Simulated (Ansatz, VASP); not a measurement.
# Ge: VASP beside Ansatz

```
CELL_PARAMETERS angstrom
4.03475 -0.05896 0.03624
-2.06844 3.33695 0.01363
0.05983 0.06053 6.38714
ATOMIC_POSITIONS crystal
Ge 0.68516 0.32945 0.09060
Ge 0.35385 0.68558 0.56139
Ge 0.70009 0.34104 0.44341
Ge 0.35067 0.70502 0.93471
```

Alike in both runs: task single point; functional PBEsol; k mesh 5 × 5 × 3; occupations methfessel-paxton of order 1, width 0.1 eV; no spin polarisation.

|  | VASP | Ansatz |
| --- | --- | --- |
| version | VASP 6.6.1 | Ansatz 0.2.0 |
| potentials or method | VASP PAW PBE potentials, release 64 (Ge_d), cutoff 520 eV | plane waves, PAW |
| valence electrons in the cell | 56 | 56 |

Ansatz gave:

| Property | Result |
| --- | --- |
| pressure (GPa) | 7.6 |
| traceless stress, the component that is largest in VASP (GPa) | -8.70 |
| rms of the force components (eV/Å) | 1.237 |

Question: Which values does VASP return?

Answer: Pressure (GPa): 7.5; traceless stress, the component that is largest in VASP (GPa): -8.67; rms of the force components (eV/Å): 1.234.

VASP's potentials were made for PBE, not for PBEsol. Atom by atom the forces differ by 0.004 eV/Å (rms over components). The functional is the same, so the differences come from potentials, cutoffs and numerics. Ansatz's warnings: stress scf threshold loose.

The k mesh is coarse, so the values compare programs but aren't converged.
